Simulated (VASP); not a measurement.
Crystal: In3As.

```xyz
4
Lattice="4.6717 0.0000 0.0000 0.0000 4.6717 0.0000 0.0000 0.0000 4.6717" Properties=species:S:1:pos:R:3 pbc="T T T"
In    2.3358    2.3358    0.0000
In    2.3358    0.0000    2.3358
In    0.0000    2.3358    2.3358
As    0.0000    0.0000    0.0000
```

- Program: VASP 6.6.1
- Task: relaxation of cell and atoms
- Functional: PBEsol
- Potentials or basis: VASP PAW PBE potentials, release 64 (In_d, As)
- Cutoff: 600 eV
- k mesh: 6 × 6 × 6
- Occupations: fermi-dirac, width 0.05 eV
- Spin: no spin polarisation

At the start: pressure -2.4 GPa; volume 25.49 Å³/atom.

Task: How do energy, volume and symmetry change on relaxing?

Result: Over 3 steps the energy falls by 10.3 meV/atom and the volume is 24.17 Å³/atom (-5.2 %); space group Pm-3m (No. 221, to 0.05 Å).

The path:
```csv
step,energy change (eV),largest force (eV/Å),pressure (GPa),volume (Å³)
1,0.0000,0.0000,-2.35,101.96
2,-0.0410,0.0000,0.08,96.54
3,-0.0410,0.0000,0.00,96.68
```

Final structure:
```
In As
1.0
     4.58962    0.00000    0.00000
     0.00000    4.58962    0.00000
     0.00000    0.00000    4.58962
In As
3 1
Cartesian
  2.2948 2.2948 0.0000
  2.2948 0.0000 2.2948
  0.0000 2.2948 2.2948
  0.0000 0.0000 0.0000
```

Caveat: the PAW data sets were made with another functional, which shifts forces and pressure a little.
